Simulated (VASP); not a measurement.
Runs of VASP 6.6.1 on ZnSe (sol2). The structure is that of space group F-43m (No. 216), or close to it. The cells are those of the table. 

| task | cell | cutoff (eV) | gap on the mesh (eV) | pressure (GPa) |
| --- | --- | --- | --- | --- |
| relaxation of the atoms | atoms relaxed from a = 3.983, b = 3.983, c = 3.973 Å, angles 60.1, 60.1, 59.8°, 2 atoms | 450 | 1.25 | 0.4 |
| relaxation of the atoms | atoms relaxed from a = 3.981, b = 3.981, c = 3.973 Å, angles 60.1, 60.1, 59.9°, 2 atoms | 450 | 1.25 | 0.4 |
| single point | a = 3.985, b = 3.985, c = 3.973 Å, angles 60.1, 60.1, 59.8°, 2 atoms | 500 | 1.24 | 0.4 |
| single point | a = 3.983, b = 3.983, c = 3.973 Å, angles 60.1, 60.1, 59.8°, 2 atoms | 500 | 1.25 | 0.4 |
| single point | a = 3.981, b = 3.981, c = 3.973 Å, angles 60.1, 60.1, 59.9°, 2 atoms | 500 | 1.25 | (a) |

Alike in all rows: level PBEsol; potentials or basis VASP PAW PBE potentials, release 64 (Zn, Se); no spin polarisation; k mesh 8 × 8 × 8; smearing gaussian 0.02 eV.

Problem. Fill in the values left out.

Solution. (a) 0.5.

Caveats: the PAW data sets were made with another functional, which shifts forces and pressure a little; the relaxation stopped at its first step, so nothing moved (some runs).

A k mesh can miss the band edges, and the runs leave out spin-orbit coupling on Se.
